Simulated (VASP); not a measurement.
A run of VASP 6.6.1 is set up as follows.

Contents of INCAR:

```
SYSTEM = Sr
PREC = Accurate
ENCUT = 520
EDIFF = 1E-6
ISMEAR = -1
SIGMA = 0.08
LREAL = .False.
LASPH = .True.
NELM = 80
ALGO = Normal
ISIF = 2
LWAVE = .False.
LCHARG = .False.
NBANDS = 11
```

Contents of KPOINTS:

```
regular mesh
0
Gamma
  10 10 10
  0 0 0
```

POSCAR

```
Sr
1.0
    0.0000000000      3.0823855122      3.0823855122
    3.0823855122      0.0000000000      3.0823855122
    3.0823855122      3.0823855122      0.0000000000
Sr
1
Direct
    0.0000000000      0.0000000000      0.0000000000
```

Potentials or basis: VASP PAW LDA potentials, release 64 (Sr_sv).

Run with:

```sh
$ cat potpaw_LDA.64/Sr_sv/POTCAR > POTCAR
$ mpirun -np 1 vasp_std > vasp.out
```

Q: Predict the pressure.

A: -1.9 GPa.

Q: Predict the band gap on the k mesh.

A: Zero (band 5 reaches 1.28 eV, above the bottom of band 6 at 1.23 eV).
